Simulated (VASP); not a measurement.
# Co (Fd-3m) in VASP: a series of runs

Runs on Co. Level: LDA. Tasks: single point.

All numbers are computed with VASP 6.6.1; they aren't measurements. Logs are shortened: lines on timing, memory, paths and dates and some standing lists are left out, and cuts for length are marked.

## 1. The cell of the first run

It takes space group Fd-3m (No. 227, cubic). Conventional cell: a = 4.794 Å, b = 4.794 Å, c = 4.794 Å, α = 90.00°, β = 90.00°, γ = 90.00°. Within 2.7 Å of Co (site symmetry -43m) lie 4 Co at 2.08 Å.

This isn't the form of Co at room conditions, which is hcp.

## 2. Single point, LDA, collinear spin, ferromagnetic start

File INCAR:

```
SYSTEM = Co
ALGO = Normal ; EDIFF = 1E-6
ENCUT = 690 ; GGA = CA
GGA_COMPAT = .False. ; ISIF = 2
ISMEAR = -1 ; ISPIN = 2
LASPH = .True. ; LCHARG = .True.
LELF = .True. ; LMAXMIX = 4
LORBIT = 11 ; LREAL = .False.
LVHAR = .True. ; LWAVE = .False.
MAGMOM = 1.7 1.7 ; NBANDS = 28
NELM = 200 ; PREC = Accurate
SIGMA = 0.1
```

File KPOINTS:

```
k-points
0
Gamma
  16 16 16
  0 0 0
```

File POSCAR:

```
Co
1.0
    0.0000000000      2.3967780520      2.3967780520
    2.3967780520      0.0000000000      2.3967780520
    2.3967780520      2.3967780520      0.0000000000
Co
2
Direct
   -0.1250000000     -0.1250000000     -0.1250000000
    0.1250000000      0.1250000000      0.1250000000
```

Potentials or basis: VASP PAW LDA potentials, release 64 (Co_sv).

On the command line:

```sh
$ cat potpaw_LDA.64/Co_sv/POTCAR > POTCAR
$ mpirun -np 1 vasp_std > vasp.out
```

OUTCAR:

```text
SYSTEM = Co
   EDIFF = 1E-6
   ENCUT = 690
   GGA = CA
   ISIF = 2
   ISMEAR = -1
   ISPIN = 2
   LASPH = .True.
   LORBIT = 11
   LREAL = .False.
   NELM = 200
   PREC = Accurate

 ion  position               nearest neighbor table
   1  0.875  0.875  0.875-   2 2.08   2 2.08   2 2.08   2 2.08
   2  0.125  0.125  0.125-   1 2.08   1 2.08   1 2.08   1 2.08

  LATTYP: Found a face centered cubic cell.
 ALAT       =     4.7935561040

  Lattice vectors:

 A1 = (   0.0000000000,   2.3967780520,   2.3967780520)
 A2 = (   2.3967780520,   0.0000000000,   2.3967780520)
 A3 = (   2.3967780520,   2.3967780520,   0.0000000000)

Analysis of symmetry for initial positions (statically):
=====================================================================
 Subroutine PRICEL returns:
 Original cell was already a primitive cell.

 Routine SETGRP: Setting up the symmetry group for a
 face centered cubic supercell.

 Subroutine GETGRP returns: Found 48 space group operations
 (whereof 12 operations were pure point group operations)
 out of a pool of 48 trial point group operations.

The static configuration has the point symmetry D_3d.
 The point group associated with its full space group is O_h .

Analysis of symmetry for dynamics (positions and initial velocities):
=====================================================================
 Subroutine PRICEL returns:
 Original cell was already a primitive cell.

 Routine SETGRP: Setting up the symmetry group for a
 face centered cubic supercell.

 Subroutine GETGRP returns: Found 48 space group operations
 (whereof 12 operations were pure point group operations)
 out of a pool of 48 trial point group operations.

The dynamic configuration has the point symmetry D_3d.
 The point group associated with its full space group is O_h .

Analysis of structural, dynamic, and magnetic symmetry:
=====================================================================
 Subroutine PRICEL returns:
 Original cell was already a primitive cell.

 Routine SETGRP: Setting up the symmetry group for a
 face centered cubic supercell.

 Subroutine GETGRP returns: Found 48 space group operations
 (whereof 12 operations were pure point group operations)
 out of a pool of 48 trial point group operations.

The overall configuration has the point symmetry D_3d.
 The point group associated with its full space group is O_h .

 Subroutine INISYM returns: Found 48 space group operations
 (whereof 12 operations are pure point group operations),
 and found     1 'primitive' translations

----------------------------------------------------------------------------------------

                                     Primitive cell

  volume of cell :      27.5368

  direct lattice vectors                    reciprocal lattice vectors
     0.000000000  2.396778052  2.396778052    -0.208613392  0.208613392  0.208613392
     2.396778052  0.000000000  2.396778052     0.208613392 -0.208613392  0.208613392
     2.396778052  2.396778052  0.000000000     0.208613392  0.208613392 -0.208613392

  length of vectors
     3.389556027  3.389556027  3.389556027     0.361328995  0.361328995  0.361328995

  position of ions in fractional coordinates (direct lattice)
     0.875000000  0.875000000  0.875000000
     0.125000000  0.125000000  0.125000000

  ion indices of the primitive-cell ions
   primitive index   ion index
                 1           1
                 2           2

----------------------------------------------------------------------------------------

 KPOINTS: k-points

Automatic generation of k-mesh.
 Grid dimensions read from file:
 generate k-points for:   16   16   16

 Generating k-lattice:

  Cartesian coordinates                     Fractional coordinates (reciprocal lattice)
    -0.013038337  0.013038337  0.013038337     0.062500000  0.000000000  0.000000000
     0.013038337 -0.013038337  0.013038337     0.000000000  0.062500000  0.000000000
     0.013038337  0.013038337 -0.013038337     0.000000000  0.000000000  0.062500000

  Length of vectors
     0.022583062  0.022583062  0.022583062

  Shift w.r.t. Gamma in fractional coordinates (k-lattice)
     0.000000000  0.000000000  0.000000000

 Subroutine IBZKPT returns following result:
 ===========================================

 Found    145 irreducible k-points:

 Following reciprocal coordinates:
            Coordinates               Weight
  0.000000  0.000000  0.000000      1.000000
  0.062500  0.000000  0.000000      8.000000
  0.125000  0.000000  0.000000      8.000000
  0.187500  0.000000  0.000000      8.000000
  0.250000  0.000000  0.000000      8.000000
  0.312500  0.000000  0.000000      8.000000
[... 16 lines left out ...]
 -0.125000  0.062500  0.000000     24.000000
 -0.062500  0.062500  0.000000     12.000000
 [... further k-points ...]
   k-points           NKPTS =    145   k-points in BZ     NKDIM =    145   number of bands    NBANDS=     28
   number of dos      NEDOS =    301   number of ions     NIONS =      2
   total plane-waves  NPLWV =  27000
   dimension x,y,z NGX =    30 NGY =   30 NGZ =   30
   dimension x,y,z NGXF=    60 NGYF=   60 NGZF=   60
   ions per type =               2
   NGX,Y,Z   is equivalent  to a cutoff of  14.71, 14.71, 14.71 a.u.
   NGXF,Y,Z  is equivalent  to a cutoff of  29.43, 29.43, 29.43 a.u.
 SYSTEM =  Co
   PREC   = accura    normal or accurate (medium, high low for compatibility)
   ISTART =      0    job   : 0-new  1-cont  2-samecut
   ICHARG =      2    charge: 1-file 2-atom 10-const
   ISPIN  =      2    spin polarized calculation?
   LNONCOLLINEAR =      F non collinear calculations
   LSORBIT =      F    spin-orbit coupling
   LASPH  =      T    aspherical Exc in radial PAW
   ENCUT  =  690.0 eV  50.71 Ry    7.12 a.u.   7.26  7.26  7.26*2*pi/ulx,y,z
   NELM   =    200;   NELMIN=  2; NELMDL= -5     # of ELM steps
   EDIFF  = 0.1E-05   stopping-criterion for ELM
   LREAL  =      F    real-space projection
   EDIFFG = 0.1E-04   stopping-criterion for IOM
   NSW    =      0    number of steps for IOM
   IBRION =     -1    ionic relax: 0-MD 1-quasi-New 2-CG
   NFREE  =      0    steps in history (QN), initial steepest desc. (CG)
   ISIF   =      2    stress and relaxation
   ISYM   =      2    0-nonsym 1-usesym 2-fastsym
   POTIM  = 0.5000    time-step for ionic-motion
   TEBEG  =    0.0;   TEEND  =   0.0 temperature during run
   PSTRESS=    0.0 pullay stress
   NELECT =      34.0000    total number of electrons
   NUPDOWN=      -1.0000    fix difference up-down
   EMIN   =  10.00;   EMAX   =-10.00  energy-range for DOS
   EFERMI =   0.00;   METHOD = LEGACY
   ISMEAR =    -1;   SIGMA  =   0.10  broadening in eV -4-tet -1-fermi 0-gaus
   EFERMI_NEDOS =   21; number of points for ismear=-14 and -15
   IALGO  =     38    algorithm
   IMIX   =      4    mixing-type and parameters
     AMIX     =   0.40;   BMIX     =  1.00
     AMIX_MAG =   1.60;   BMIX_MAG =  1.00
  volume/ion in A,a.u.               =      13.77        92.91
  Fermi-wavevector in a.u.,A,eV,Ry     =   1.756292  3.318910 41.967995  3.084561
  Thomas-Fermi vector in A             =   2.825870
   LORBIT       =     11    0 simple, 1 ext, 2 COOP (PROOUT), +10 PAW based schemes
   GGA     = CA    functional components
   LHFCALC =     F    Hartree Fock is set to
   AEXX    =    0.0000 exact exchange contribution
   IVDW    =     0    specifies the selected vdW correction
   LEPSILON=     F    determine dielectric tensor
   LRPA    =     F    only Hartree local field effects (RPA)
 spin polarized calculation
  energy-cutoff  :      690.00
  volume of cell :       27.54
 maximum number of plane-waves:      1158
 NGX is ok and might be reduce to    30
   NGX = 15   NGY = 15   NGZ = 15

 number of electron      34.0000022 magnetization       0.0003748

 number of electron      34.0000022 magnetization      -0.0008779

 Free energy of the ion-electron system (eV)
  ---------------------------------------------------
  ext. energy  EPLUGINS =         0.00000000
  ---------------------------------------------------
  free energy    TOTEN  =       -13.67447122 eV

  energy without entropy =      -13.54855238  energy(sigma->0) =      -13.61151180

 E-fermi :   8.2136     XC(G=0): -12.5337

 val. band max:        8.2119579662   @ k =   0.4375   0.1250   0.0625
 cond. band min:       8.2163215471   @ k =  -0.3750   0.2500   0.0625
 fundamental gap:      0.0043635808
 Fermi energy:         8.2135591255

 spin component 1

 k-point     1 :       0.0000    0.0000    0.0000
  band No.  band energies     occupation
      1     -86.2350      1.00000
      2     -85.9042      1.00000
      3     -50.1995      1.00000
      4     -50.1995      1.00000
      5     -50.1995      1.00000
      6     -49.6880      1.00000
[... 20 lines left out ...]
     27      25.2249      0.00000
     28      26.7599      0.00000

 k-point     2 :       0.0625    0.0000    0.0000
  band No.  band energies     occupation
      1     -86.2326      1.00000
      2     -85.9066      1.00000
      3     -50.2019      1.00000
      4     -50.2019      1.00000
      5     -50.1992      1.00000
      6     -49.6886      1.00000
[... 20 lines left out ...]
     27      25.8605      0.00000
     28      26.3737      0.00000

 k-point     3 :       0.1250    0.0000    0.0000
  band No.  band energies     occupation
      1     -86.2257      1.00000
      2     -85.9136      1.00000
      3     -50.2085      1.00000
      4     -50.2085      1.00000
      5     -50.1981      1.00000
      6     -49.6910      1.00000
[... 616 lines left out ...]
      3     -50.2209      1.00000
      4     -50.2102      1.00000
      5     -50.1925      1.00000
      6     -49.6972      1.00000
[... 20 lines left out ...]
     27      25.3793      0.00000
     28      26.9606      0.00000

 k-point    24 :      -0.0625    0.0625    0.0000
  band No.  band energies     occupation
      1     -86.2287      1.00000
      2     -85.9105      1.00000
      3     -50.2098      1.00000
      4     -50.2038      1.00000
      5     -50.1964      1.00000
      6     -49.6922      1.00000
[... 20 lines left out ...]
     27      25.4954      0.00000
     28      26.7301      0.00000

 [... further k-points ...]

 spin component 2

 k-point     1 :       0.0000    0.0000    0.0000
  band No.  band energies     occupation
      1     -86.2355      1.00000
      2     -85.9047      1.00000
      3     -50.1999      1.00000
      4     -50.1999      1.00000
      5     -50.1999      1.00000
      6     -49.6885      1.00000
[... 20 lines left out ...]
     27      25.2248      0.00000
     28      26.7598      0.00000

 k-point     2 :       0.0625    0.0000    0.0000
  band No.  band energies     occupation
      1     -86.2331      1.00000
      2     -85.9071      1.00000
      3     -50.2023      1.00000
      4     -50.2023      1.00000
      5     -50.1997      1.00000
      6     -49.6891      1.00000
[... 20 lines left out ...]
     27      25.8605      0.00000
     28      26.3736      0.00000

 k-point     3 :       0.1250    0.0000    0.0000
  band No.  band energies     occupation
      1     -86.2262      1.00000
      2     -85.9141      1.00000
      3     -50.2090      1.00000
      4     -50.2090      1.00000
      5     -50.1986      1.00000
      6     -49.6915      1.00000
[... 616 lines left out ...]
      3     -50.2214      1.00000
      4     -50.2107      1.00000
      5     -50.1929      1.00000
      6     -49.6977      1.00000
[... 20 lines left out ...]
     27      25.3791      0.00000
     28      26.9606      0.00000

 k-point    24 :      -0.0625    0.0625    0.0000
  band No.  band energies     occupation
      1     -86.2292      1.00000
      2     -85.9111      1.00000
      3     -50.2102      1.00000
      4     -50.2043      1.00000
      5     -50.1968      1.00000
      6     -49.6927      1.00000
[... 20 lines left out ...]
     27      25.4953      0.00000
     28      26.7301      0.00000

 [... further k-points ...]

------------------------ aborting loop because EDIFF is reached ----------------------------------------

  FORCE on cell =-STRESS in cart. coord.  units (eV):
  Direction    XX          YY          ZZ          XY          YZ          ZX
  --------------------------------------------------------------------------------------
  -------------------------------------------------------------------------------------
  Total       -0.1318373     -0.1318373     -0.1318373      0.0000000      0.0000000      0.0000000
  in kB       -7.6707054     -7.6707054     -7.6707054      0.0000000      0.0000000      0.0000000
  external PRESSURE =      -7.6707054 kB  Pullay stress =       0.0000000 kB

 VOLUME and BASIS-vectors are now :
 -----------------------------------------------------------------------------
  energy-cutoff  :      690.00
  volume of cell :       27.54
      direct lattice vectors                 reciprocal lattice vectors
     0.000000000  2.396778052  2.396778052    -0.208613392  0.208613392  0.208613392
     2.396778052  0.000000000  2.396778052     0.208613392 -0.208613392  0.208613392
     2.396778052  2.396778052  0.000000000     0.208613392  0.208613392 -0.208613392

 POSITION                                       TOTAL-FORCE (eV/Angst)
 -----------------------------------------------------------------------------------
      4.19436      4.19436      4.19436        -0.000000     -0.000000     -0.000000
      0.59919      0.59919      0.59919         0.000000      0.000000      0.000000
 -----------------------------------------------------------------------------------
    total drift:                               -0.000000      0.000000      0.000000

  FREE ENERGIE OF THE ION-ELECTRON SYSTEM (eV)
  ---------------------------------------------------
  free  energy   TOTEN  =       -13.6744712201 eV

  energy  without entropy=      -13.5485523818  energy(sigma->0) =      -13.61151180

 total charge

# of ion       s       p       d       tot
------------------------------------------
    1        2.309   6.105   6.818  15.233
    2        2.309   6.105   6.818  15.233
--------------------------------------------------
tot          4.618  12.211  13.637  30.465

 magnetization (x)

# of ion       s       p       d       tot
------------------------------------------
    1        0.000   0.000  -0.000  -0.000
    2        0.000   0.000  -0.000  -0.000
--------------------------------------------------
tot          0.000   0.000  -0.001  -0.001
```

It took 5.6 min on 1 thread of Intel Xeon Platinum 8488C (Sapphire Rapids), shared host; peak memory 0.32 GiB.

Results:

```yaml
Free_energy: -13.6745 eV
Pressure: -0.8 GPa
Band_gap_on_the_k_mesh: zero (filled and empty bands overlap)
Net_moment: 0.00 μB per cell
Valence_electrons_inside_the_program's_atomic_spheres: Co 15.23
```

Caveat: the moments typed at the start vanished in this run.

## 3. Single point, LDA, collinear spin, ferromagnetic start (13.08 Å³/atom)

This run uses another cell than the first one, of 13.08 Å³/atom.

File INCAR:

```
SYSTEM = Co
ALGO     = Normal         ! electronic algorithm
EDIFF    = 1E-6           ! SCF threshold, eV
ENCUT    = 690            ! plane-wave cutoff, eV
GGA      = CA             ! functional
GGA_COMPAT= .FALSE.      
ISIF     = 2              ! what is computed and relaxed
ISMEAR   = -1             ! smearing method
ISPIN    = 2              ! spin polarisation
LASPH    = .TRUE.         ! aspherical terms in the spheres
LCHARG   = .FALSE.        ! write CHGCAR
LMAXMIX  = 4              ! l up to which the mixer works
LORBIT   = 11             ! projections on sites
LREAL    = .FALSE.        ! projectors in reciprocal space
LWAVE    = .FALSE.        ! write WAVECAR
MAGMOM   = 1.7 1.7        ! initial moments
NBANDS   = 28             ! bands
NELM     = 200            ! most SCF steps
PREC     = Accurate       ! precision mode
SIGMA    = 0.1            ! smearing width, eV
```

File KPOINTS:

```
k-points
0
G
  16 16 16
  0 0 0
```

File POSCAR:

```
Co
1.0
    0.0000000000      2.3561468458      2.3561468458
    2.3561468458      0.0000000000      2.3561468458
    2.3561468458      2.3561468458      0.0000000000
Co
2
Direct
   -0.1250000000     -0.1250000000     -0.1250000000
    0.1250000000      0.1250000000      0.1250000000
```

Potentials or basis: VASP PAW LDA potentials, release 64 (Co_sv).

On the command line:

```sh
$ cat potpaw_LDA.64/Co_sv/POTCAR > POTCAR
$ mpirun -np 1 vasp_std > vasp.out
```

Wall time 6 min (1 thread of Intel Xeon Platinum 8375C at 2.90GHz (Ice Lake), shared host); peak memory 0.31 GiB.

It converged, with:

| Property | Result |
| --- | --- |
| Free energy | -13.6349 eV |
| Pressure | 8.8 GPa |
| Band gap on the k mesh | zero (filled and empty bands overlap) |
| Net moment | 0.00 μB per cell |
| Valence electrons inside the program's atomic spheres | Co 15.28 |

Levels at points of the mesh, in eV from the Fermi level:
Spin up:
| k point | band 15 | band 16 | band 17 | band 18 | band 19 | band 20 |
| --- | --- | --- | --- | --- | --- | --- |
| (0.00, 0.00, 0.00) | -1.26 | -1.26 | -1.26 | 0.38 | 0.38 | 14.54 |
| (0.50, 0.00, 0.00) | -1.75 | -0.68 | -0.68 | 0.12 | 0.12 | 1.75 |
| (0.50, 0.50, 0.00) | -1.60 | -1.60 | 0.32 | 0.32 | 2.11 | 2.11 |
Spin down:
```
           k point  band 13  band 14  band 15  band 16  band 17  band 18  band 19  band 20  band 21  band 22
(0.00, 0.00, 0.00)    -3.37    -3.37    -1.26    -1.26    -1.26     0.38     0.38    14.54    14.54    14.54
(0.50, 0.00, 0.00)    -3.40    -3.40    -1.75    -0.68    -0.68     0.12     0.12     1.75    10.71    10.71
(0.50, 0.50, 0.00)    -2.20    -2.20    -1.60    -1.60     0.32     0.32     2.11     2.11     5.20     5.20
```

Caveat: the cell stands under pressure; the moments typed at the start vanished in this run.
